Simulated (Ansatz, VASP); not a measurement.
# Two plane-wave programs on Hf

```xyz
1
Lattice="2.8658 0.0000 0.0000 0.0000 2.8658 0.0000 0.0000 0.0000 2.8658" Properties=species:S:1:pos:R:3 pbc="T T T"
Hf    0.0000    0.0000    0.0000
```

Alike in both runs: functional PBEsol; k mesh 13 × 13 × 13; occupations fermi-dirac, width 0.08 eV; no spin polarisation.

Ansatz relaxed the structure, and its values are those at the end. VASP's run is a single point on that final structure, the one shown.

|  | VASP | Ansatz |
| --- | --- | --- |
| version | VASP 6.6.1 | Ansatz 0.2.0 |
| potentials or method | VASP PAW PBE potentials, release 64 (Hf_pv) | PAW with Ansatz's default frozen-core files, scalar-relativistic |
| plane-wave cutoff (eV) | 500 | 420 |
| valence electrons in the cell | 10 | 26 |

|  | VASP | Ansatz | Ansatz less VASP |
| --- | --- | --- | --- |
| pressure (GPa) | -0.3 | 0.0 | +0.27 |

VASP's potentials were made for PBE, not for PBEsol. With one functional, cell and mesh, what is left measures potentials, basis and numerics. VASP's potentials hold 10 valence electrons a cell and Ansatz's 26, so a difference there can come from the potentials and not from the codes.

Spin-orbit coupling is off throughout.
